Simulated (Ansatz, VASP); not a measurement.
C in VASP and in Ansatz

```xyz
4
Lattice="2.5197 0.0000 0.0000 -1.2599 2.1822 0.0000 0.0000 0.0000 7.1928" Properties=species:S:1:pos:R:3 pbc="T T T"
C     1.2599    2.1822    1.7982
C     0.0000    0.0000    5.3946
C     0.0000    1.4548    1.7982
C     1.2599    0.7274    5.3946
```

Alike in both runs: task single point; functional r2SCAN; k mesh 14 × 14 × 4; occupations fermi-dirac, width 0.05 eV; no spin polarisation.

|  | VASP | Ansatz |
| --- | --- | --- |
| version | VASP 6.6.1 | Ansatz 0.2.0 |
| potentials or method | VASP PAW PBE potentials, release 64 (C), cutoff 520 eV | plane waves (500 eV) with PAW, scalar-relativistic |
| valence electrons in the cell | 16 | 16 |

```csv
,VASP,Ansatz,Ansatz less VASP
pressure (GPa),-17.9,-18.4,-0.56
"traceless stress, the component that is largest in VASP (GPa)",17.53,18.19,+0.666
```

VASP's potentials were made for PBE, not for r2SCAN.
